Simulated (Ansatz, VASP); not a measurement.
One calculation of I, two programs

```
I
1.0
     0.00000    3.18355    3.18355
     3.18355    0.00000    3.18355
     3.18355    3.18355    0.00000
I
2
Direct
  0.87500 0.87500 0.87500
  0.12500 0.12500 0.12500
```

Change from the starting cell: volume scaled by 0.6, LAPW.

Alike in both runs: task single point; functional LDA; k mesh 11 × 11 × 11; occupations fermi-dirac, width 0.08 eV; no spin polarisation.

|  | VASP | Ansatz |
| --- | --- | --- |
| version | VASP 6.6.1 | Ansatz 0.2.0 |
| potentials or method | VASP PAW LDA potentials, release 64 (I), cutoff 520 eV | all-electron LAPW, scalar-relativistic |

```tsv
	VASP	Ansatz	Ansatz less VASP
pressure (GPa)	25.8	25.8	-0.02
```

LDA's correlation is that of Perdew and Zunger in VASP and of Perdew and Wang (1992) in Ansatz. Ansatz ran all-electron here, and VASP with PAW potentials.

Spin-orbit coupling is off throughout.
